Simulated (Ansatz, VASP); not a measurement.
Cr: VASP beside Ansatz

Contents of INCAR:

```
SYSTEM = Cr
ALGO = Normal
EDIFF = 1E-6
ENCUT = 500
GGA = PE
GGA_COMPAT = .False.
ISIF = 2
ISMEAR = 0
ISPIN = 2
LASPH = .True.
LCHARG = .False.
LMAXMIX = 4
LORBIT = 11
LREAL = .False.
LWAVE = .False.
MAGMOM = 0.05
NBANDS = 16
NELM = 200
PREC = Accurate
SIGMA = 0.05
```

Contents of KPOINTS:

```
k-points
0
Gamma
  20 20 20
  0 0 0
```

Contents of POSCAR:

```
Cr
1.0
    0.0000000000      1.8106427997      1.8106427997
    1.8106427997      0.0000000000      1.8106427997
    1.8106427997      1.8106427997      0.0000000000
Cr
1
Direct
    0.0000000000      0.0000000000      0.0000000000
```

Input for Ansatz:

```yaml
crystal:
  lattice:
    - [0.0, 1.8106427997, 1.8106427997]
    - [1.8106427997, 0.0, 1.8106427997]
    - [1.8106427997, 1.8106427997, 0.0]
  atoms:
    - { symbol: Cr, position: [0.0, 0.0, 0.0], spin: 0.05 }
basis:
  ecutwfc: 420
  ecutrho_ratio: 4
kpoints:
  mp_grid: { grid: [20, 20, 20] }
hamiltonian:
  xc: pbe
scf:
  occupations: { method: gaussian, width: 0.05 }
output:
  forces: true
  stress: true
  eigenvalues: true
  populations: true
magnetization:
  spin_polarized: true
```

Alike in both runs: task single point; functional PBE; k mesh 20 × 20 × 20; occupations gaussian, width 0.05 eV; collinear spin.

|  | VASP | Ansatz |
| --- | --- | --- |
| version | VASP 6.6.1 | Ansatz 0.2.0 |
| potentials or method | VASP PAW PBE potentials, release 64 (Cr_pv), cutoff 500 eV | scalar-relativistic, plane waves, PAW |
| valence electrons in the cell | 12 | 14 |

VASP gave:

| Quantity | Value |
| --- | --- |
| pressure (GPa) | -1.4 |
| net moment per atom (μB) | 0.00 |

Task: What did Ansatz give for the same quantities?

Result: Pressure (GPa): 0.0; net moment per atom (μB): 0.00.

VASP's potentials hold 12 valence electrons a cell and Ansatz's 14, so a difference there can come from the potentials and not from the codes. Ansatz's warnings: seeded moment not kept.
